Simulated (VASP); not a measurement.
Input of a VASP 6.6.1 run:

POSCAR

```
AlN
1.0
    0.0000000000      2.1839935596      2.1839935596
    2.1839935596      0.0000000000      2.1839935596
    2.1839935596      2.1839935596      0.0000000000
Al N
1 1
Direct
    0.0099133237      0.0099133237      0.0099133237
    0.7500000000      0.7500000000      0.7500000000
```

INCAR.step1

```
SYSTEM = AlN
PREC = Accurate ; ENCUT = 520
ISMEAR = 0 ; SIGMA = 0.05
LREAL = .False. ; LASPH = .True.
NELM = 60 ; NBANDS = 11
GGA = PE ; ALGO = Normal
EDIFF = 1E-4 ; LWAVE = .True.
LCHARG = .False.
```

INCAR.step2

```
SYSTEM = AlN
PREC = Accurate ; ENCUT = 520
EDIFF = 1E-6 ; ISMEAR = 0
SIGMA = 0.05 ; LREAL = .False.
LASPH = .True. ; NELM = 60
ALGO = Normal ; ISIF = 2
LWAVE = .False. ; LCHARG = .False.
METAGGA = R2SCAN ; LMIXTAU = .True.
NBANDS = 11 ; ISTART = 1
```

The input KPOINTS:

```
Automatic mesh
0
Gamma
  10 10 10
  0 0 0
```

Potentials or basis: VASP PAW PBE potentials, release 64 (Al, N).

The run is started by

```console
$ cat potpaw_PBE.64/Al/POTCAR potpaw_PBE.64/N/POTCAR > POTCAR
$ cp INCAR.step1 INCAR
$ mpirun -np 1 vasp_std > vasp.out
$ cp INCAR.step2 INCAR
$ mpirun -np 1 vasp_std > vasp.out
```

(1) Predict the pressure.

(2) What does it give for the band gap on the k mesh?

(3) Estimate the largest force.

Results:

(1) 0.5 GPa.

(2) 3.70 eV (least direct gap 4.65 eV).

(3) 0.947 eV/Å.

Caveat: the cell differs from its parent crystal (all Al atoms moved -0.075 Å, as atom 1 towards its neighbour atom 2 (N) at 1.891 Å); the PAW data sets were made with another functional, which shifts forces and pressure a little.
